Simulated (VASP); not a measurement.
Cu: single point with PBE

Crystal: Cu.

```
CELL_PARAMETERS angstrom
2.40655 0.00000 0.00000
0.00000 2.40655 0.00000
0.00000 0.00000 2.40655
ATOMIC_POSITIONS crystal
Cu 0.00000 0.00000 0.00000
```

```json
{"Program": "VASP 6.6.1", "Task": "single point", "Functional": "PBE", "Potentials or basis": "VASP PAW PBE potentials, release 64 (Cu)", "Cutoff": "520 eV", "k mesh": "17 × 17 × 17", "Occupations": "fermi-dirac, width 0.05 eV", "Spin": "no spin polarisation"}
```

```
Pressure : 0.4 GPa
```

Levels at points of the mesh, in eV from the Fermi level:
```
           k point  band 3  band 4  band 5  band 6  band 7  band 8  band 9  band 10
(0.00, 0.00, 0.00)   -3.78   -1.31   -1.31   -1.31   17.52   17.52   17.52    20.93
```

Run time: 25 s on 1 thread of AMD EPYC 7R43 64-Core Processor (Zen 3) (shared host), peak memory 0.1 GiB.
